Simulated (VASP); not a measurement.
# TlS3H3 in VASP: a series of runs

Runs on TlS3H3. Level: PBE. Tasks: single point.

Everything below comes from runs of VASP 6.6.1. Logs are shortened: lines on timing, memory, paths and dates and some standing lists are left out, and cuts for length are marked.

## 1. The cell of the first run

The cell holds a molecule in a box, 7 atoms: a = 14.000 Å, b = 10.450 Å, c = 13.290 Å, α = 90.00°, β = 90.00°, γ = 90.00°.

## 2. Single point, PBE

INCAR reads:

```
PREC = Accurate
ENCUT = 520
EDIFF = 1E-6
ISMEAR = 0
SIGMA = 0.01
LREAL = False
LASPH = True
NELM = 80
ALGO = Normal
ISIF = 2
LWAVE = False
LCHARG = False
GGA = PE
NBANDS = 26
```

KPOINTS reads:

```
Automatic mesh
0
Gamma
  1 1 1
```

POSCAR reads:

```
TlH3S3
1.0
   14.0000000000      0.0000000000      0.0000000000
    0.0000000000     10.4500000000      0.0000000000
    0.0000000000      0.0000000000     13.2900000000
Tl S H
1 3 3
Direct
    0.4947478600      0.4914373200      0.5058675700
    0.4026850000      0.5442794300      0.6613897700
    0.4134457100      0.4753378000      0.3386004500
    0.6697542900      0.4529177000      0.5201602700
    0.3214285700      0.5690201000      0.6089864600
    0.3257385700      0.4952095700      0.3794221200
    0.6787157100      0.4306220100      0.4199488300
```

Potentials or basis: VASP PAW PBE potentials, release 64 (Tl_d, S, H).

Run with:

```bash
$ cat potpaw_PBE.64/Tl_d/POTCAR potpaw_PBE.64/S/POTCAR potpaw_PBE.64/H/POTCAR > POTCAR
$ mpirun -np 1 vasp_gam > vasp.out
```

OUTCAR:

```text
PREC = Accurate
   ENCUT = 520
   EDIFF = 1E-6
   ISMEAR = 0
   LREAL = False
   LASPH = True
   NELM = 80
   ISIF = 2
   GGA = PE

 ion  position               nearest neighbor table
   1  0.495  0.491  0.506-   4 2.49   2 2.50   3 2.50
   2  0.403  0.544  0.661-   5 1.36   1 2.50
   3  0.413  0.475  0.339-   6 1.36   1 2.50
   4  0.670  0.453  0.520-   7 1.36   1 2.49
   5  0.321  0.569  0.609-   2 1.36
   6  0.326  0.495  0.379-   3 1.36
   7  0.679  0.431  0.420-   4 1.36

  LATTYP: Found a simple orthorhombic cell.
 ALAT       =    10.4500000000
 B/A-ratio  =     1.2717703349
 C/A-ratio  =     1.3397129187

  Lattice vectors:

 A1 = (   0.0000000000,  10.4500000000,   0.0000000000)
 A2 = (   0.0000000000,   0.0000000000,  13.2900000000)
 A3 = (  14.0000000000,   0.0000000000,   0.0000000000)

Analysis of symmetry for initial positions (statically):
=====================================================================
 Subroutine PRICEL returns:
 Original cell was already a primitive cell.

 Routine SETGRP: Setting up the symmetry group for a
 simple orthorhombic supercell.

 Subroutine GETGRP returns: Found  1 space group operations
 (whereof  1 operations were pure point group operations)
 out of a pool of  8 trial point group operations.

The static configuration has the point symmetry C_1 .

Analysis of symmetry for dynamics (positions and initial velocities):
=====================================================================
 Subroutine PRICEL returns:
 Original cell was already a primitive cell.

 Routine SETGRP: Setting up the symmetry group for a
 simple orthorhombic supercell.

 Subroutine GETGRP returns: Found  1 space group operations
 (whereof  1 operations were pure point group operations)
 out of a pool of  8 trial point group operations.

The dynamic configuration has the point symmetry C_1 .

 Subroutine INISYM returns: Found  1 space group operations
 (whereof  1 operations are pure point group operations),
 and found     1 'primitive' translations

----------------------------------------------------------------------------------------

                                     Primitive cell

  volume of cell :    1944.3270

  direct lattice vectors                    reciprocal lattice vectors
    14.000000000  0.000000000  0.000000000     0.071428571  0.000000000  0.000000000
     0.000000000 10.450000000  0.000000000     0.000000000  0.095693780  0.000000000
     0.000000000  0.000000000 13.290000000     0.000000000  0.000000000  0.075244545

  length of vectors
    14.000000000 10.450000000 13.290000000     0.071428571  0.095693780  0.075244545

  position of ions in fractional coordinates (direct lattice)
     0.494747860  0.491437320  0.505867570
     0.402685000  0.544279430  0.661389770
     0.413445710  0.475337800  0.338600450
     0.669754290  0.452917700  0.520160270
     0.321428570  0.569020100  0.608986460
     0.325738570  0.495209570  0.379422120
     0.678715710  0.430622010  0.419948830

  ion indices of the primitive-cell ions
   primitive index   ion index
                 1           1
                 2           2
                 3           3
                 4           4
                 5           5
                 6           6
                 7           7

----------------------------------------------------------------------------------------

 KPOINTS: Automatic mesh

Automatic generation of k-mesh.
 Grid dimensions read from file:
 generate k-points for:    1    1    1

 Generating k-lattice:

  Cartesian coordinates                     Fractional coordinates (reciprocal lattice)
     0.071428571  0.000000000  0.000000000     1.000000000  0.000000000  0.000000000
     0.000000000  0.095693780  0.000000000     0.000000000  1.000000000  0.000000000
     0.000000000  0.000000000  0.075244545     0.000000000  0.000000000  1.000000000

  Length of vectors
     0.071428571  0.095693780  0.075244545

  Shift w.r.t. Gamma in fractional coordinates (k-lattice)
     0.000000000  0.000000000  0.000000000

 Subroutine IBZKPT returns following result:
 ===========================================

 Found      1 irreducible k-points:

 Following reciprocal coordinates:
            Coordinates               Weight
  0.000000  0.000000  0.000000      1.000000
   k-points           NKPTS =      1   k-points in BZ     NKDIM =      1   number of bands    NBANDS=     26
   number of dos      NEDOS =    301   number of ions     NIONS =      7
   total plane-waves  NPLWV = 864000
   dimension x,y,z NGX =   108 NGY =   80 NGZ =  100
   dimension x,y,z NGXF=   216 NGYF=  160 NGZF=  200
   ions per type =               1   3   3
   NGX,Y,Z   is equivalent  to a cutoff of  12.82, 12.73, 12.51 a.u.
   NGXF,Y,Z  is equivalent  to a cutoff of  25.65, 25.45, 25.02 a.u.
 SYSTEM =  unknown system
   PREC   = accura    normal or accurate (medium, high low for compatibility)
   ISTART =      0    job   : 0-new  1-cont  2-samecut
   ICHARG =      2    charge: 1-file 2-atom 10-const
   ISPIN  =      1    spin polarized calculation?
   LNONCOLLINEAR =      F non collinear calculations
   LSORBIT =      F    spin-orbit coupling
   LASPH  =      T    aspherical Exc in radial PAW
   ENCUT  =  520.0 eV  38.22 Ry    6.18 a.u.  26.03 19.43 24.71*2*pi/ulx,y,z
   NELM   =     80;   NELMIN=  2; NELMDL= -5     # of ELM steps
   EDIFF  = 0.1E-05   stopping-criterion for ELM
   LREAL  =      F    real-space projection
   EDIFFG = 0.1E-04   stopping-criterion for IOM
   NSW    =      0    number of steps for IOM
   IBRION =     -1    ionic relax: 0-MD 1-quasi-New 2-CG
   NFREE  =      0    steps in history (QN), initial steepest desc. (CG)
   ISIF   =      2    stress and relaxation
   ISYM   =      2    0-nonsym 1-usesym 2-fastsym
   POTIM  = 0.5000    time-step for ionic-motion
   TEBEG  =    0.0;   TEEND  =   0.0 temperature during run
   PSTRESS=    0.0 pullay stress
   NELECT =      34.0000    total number of electrons
   NUPDOWN=      -1.0000    fix difference up-down
   EMIN   =  10.00;   EMAX   =-10.00  energy-range for DOS
   EFERMI =   0.00;   METHOD = LEGACY
   ISMEAR =     0;   SIGMA  =   0.01  broadening in eV -4-tet -1-fermi 0-gaus
   EFERMI_NEDOS =   21; number of points for ismear=-14 and -15
   IALGO  =     38    algorithm
   IMIX   =      4    mixing-type and parameters
     AMIX     =   0.40;   BMIX     =  1.00
     AMIX_MAG =   1.60;   BMIX_MAG =  1.00
  volume/ion in A,a.u.               =     277.76      1874.42
  Fermi-wavevector in a.u.,A,eV,Ry     =   0.424924  0.802990  2.456675  0.180560
  Thomas-Fermi vector in A             =   1.389983
   LORBIT       =      0    0 simple, 1 ext, 2 COOP (PROOUT), +10 PAW based schemes
   GGA     = PE    functional components
   LHFCALC =     F    Hartree Fock is set to
   AEXX    =    0.0000 exact exchange contribution
   IVDW    =     0    specifies the selected vdW correction
   LEPSILON=     F    determine dielectric tensor
   LRPA    =     F    only Hartree local field effects (RPA)
 non-spin polarized calculation
 Gauss-broadening in eV      SIGMA  =   0.01
  energy-cutoff  :      520.00
  volume of cell :     1944.33
 maximum number of plane-waves:     26198
 NGX is ok and might be reduce to   108
   NGX = 53   NGY = 39   NGZ = 49

 number of electron      34.0000000 magnetization

 Free energy of the ion-electron system (eV)
  ---------------------------------------------------
  ext. energy  EPLUGINS =         0.00000000
  ---------------------------------------------------
  free energy    TOTEN  =       -24.98431732 eV

  energy without entropy =      -24.98431732  energy(sigma->0) =      -24.98431732

 E-fermi :  -5.7809     XC(G=0):  -1.1032

 val. band max:       -5.8739629726   @ k =   0.0000   0.0000   0.0000
 cond. band min:      -3.2824926833   @ k =   0.0000   0.0000   0.0000
 fundamental gap:      2.5914702893
 Fermi energy:        -5.7808804246

 k-point     1 :       0.0000    0.0000    0.0000
  band No.  band energies     occupation
      1     -17.9917      2.00000
      2     -17.8142      2.00000
      3     -17.7933      2.00000
      4     -16.0949      2.00000
      5     -16.0920      2.00000
      6     -15.9518      2.00000
      7     -15.8728      2.00000
      8     -15.7599      2.00000
      9     -11.0030      2.00000
     10      -9.6985      2.00000
     11      -9.3809      2.00000
     12      -9.1950      2.00000
     13      -7.0473      2.00000
     14      -6.8160      2.00000
     15      -6.3786      2.00000
     16      -5.8873      2.00000
     17      -5.8740      2.00000
     18      -3.2825      0.00000
     19      -1.4594      0.00000
     20      -0.9334      0.00000
     21      -0.2778      0.00000
     22      -0.1836      0.00000
     23       0.2426      0.00000
     24       0.4300      0.00000
     25       0.6897      0.00000
     26       0.8643      0.00000

------------------------ aborting loop because EDIFF is reached ----------------------------------------

  FORCE on cell =-STRESS in cart. coord.  units (eV):
  Direction    XX          YY          ZZ          XY          YZ          ZX
  --------------------------------------------------------------------------------------
  -------------------------------------------------------------------------------------
  Total       -1.5138645     -0.1489981     -1.2921871      0.2609167     -0.1779865     -0.0046270
  in kB       -1.2474647     -0.1227784     -1.0647967      0.2150023     -0.1466657     -0.0038128
  external PRESSURE =      -0.8116799 kB  Pullay stress =       0.0000000 kB

 VOLUME and BASIS-vectors are now :
 -----------------------------------------------------------------------------
  energy-cutoff  :      520.00
  volume of cell :     1944.33
      direct lattice vectors                 reciprocal lattice vectors
    14.000000000  0.000000000  0.000000000     0.071428571  0.000000000  0.000000000
     0.000000000 10.450000000  0.000000000     0.000000000  0.095693780  0.000000000
     0.000000000  0.000000000 13.290000000     0.000000000  0.000000000  0.075244545

 POSITION                                       TOTAL-FORCE (eV/Angst)
 -----------------------------------------------------------------------------------
      6.92647      5.13552      6.72298        -0.049884     -0.000250     -0.009380
      5.63759      5.68772      8.78987        -0.000439     -0.007220     -0.278168
      5.78824      4.96728      4.50000        -0.026193      0.041965      0.281731
      9.37656      4.73299      6.91293        -0.228222      0.018301     -0.165473
      4.50000      5.94626      8.09343         0.168381     -0.057738      0.068745
      4.56034      5.17494      5.04252         0.173233     -0.020702     -0.053225
      9.50202      4.50000      5.58112        -0.036877      0.025644      0.155769
 -----------------------------------------------------------------------------------
    total drift:                               -0.000464     -0.000384     -0.000610

  FREE ENERGIE OF THE ION-ELECTRON SYSTEM (eV)
  ---------------------------------------------------
  free  energy   TOTEN  =       -24.9843173214 eV

  energy  without entropy=      -24.9843173214  energy(sigma->0) =      -24.98431732
```

Run time: 3.3 min. Hardware: 1 thread of Intel Xeon Platinum 8488C (Sapphire Rapids), shared host; peak memory 1.3 GiB.

Results:

* Free energy: -24.9843 eV
* Largest force: 0.286 eV/Å
* Gap between the frontier levels: 2.59 eV

Forces on the atoms (eV/Å):
```
Tl  -0.050  0.000 -0.009
S    0.000 -0.007 -0.278
S   -0.026  0.042  0.282
S   -0.228  0.018 -0.165
H    0.168 -0.058  0.069
H    0.173 -0.021 -0.053
H   -0.037  0.026  0.156
```

Caveat: spin-orbit coupling is left out, which moves the levels of the heavy elements.

## 3. Single point, PBE, non-collinear spin, zero start, spin-orbit coupling

INCAR reads:

```
PREC = Accurate
ENCUT = 520
EDIFF = 1E-7
ISMEAR = 0
SIGMA = 0.01
LREAL = False
LASPH = True
NELM = 150
ALGO = Normal
ISIF = 2
LWAVE = False
LCHARG = True
MAGMOM = 0 0 0 0 0 0 0 0 0 0 0 0 0 0 0 0 0 0 0 0 0
LORBIT = 11
LSORBIT = True
GGA_COMPAT = False
LORBMOM = True
GGA = PE
LVHAR = True
NBANDS = 51
```

KPOINTS is that of step 2.

POSCAR is that of step 2.

Potentials or basis: VASP PAW PBE potentials, release 64 (Tl_d, S, H).

Run with:

```bash
$ cat potpaw_PBE.64/Tl_d/POTCAR potpaw_PBE.64/S/POTCAR potpaw_PBE.64/H/POTCAR > POTCAR
$ mpirun -np 1 vasp_ncl > vasp.out
```

It took 22 min on 1 thread of Intel Xeon Platinum 8488C (Sapphire Rapids), shared host; peak memory 4.6 GiB.

Results (log left out):

| Property | Result |
| --- | --- |
| Free energy | -25.2754 eV |
| Largest force | 0.338 eV/Å |
| Net moment | 0.00 μB per cell |
| Valence electrons inside the program's atomic spheres | Tl 11.23; S 3.70; H 0.59 |

Forces on the atoms (eV/Å):
```
Tl  -0.048 -0.001 -0.008
S    0.031 -0.021 -0.328
S    0.001  0.046  0.335
S   -0.289  0.028 -0.170
H    0.168 -0.058  0.069
H    0.173 -0.021 -0.053
H   -0.037  0.026  0.156
```

Moments on the atoms (μB; x, y, z):
```
Tl  0.00 0.00 0.00
S   0.00 0.00 0.00
S   0.00 0.00 0.00
S   0.00 0.00 0.00
H   0.00 0.00 0.00
H   0.00 0.00 0.00
H   0.00 0.00 0.00
```
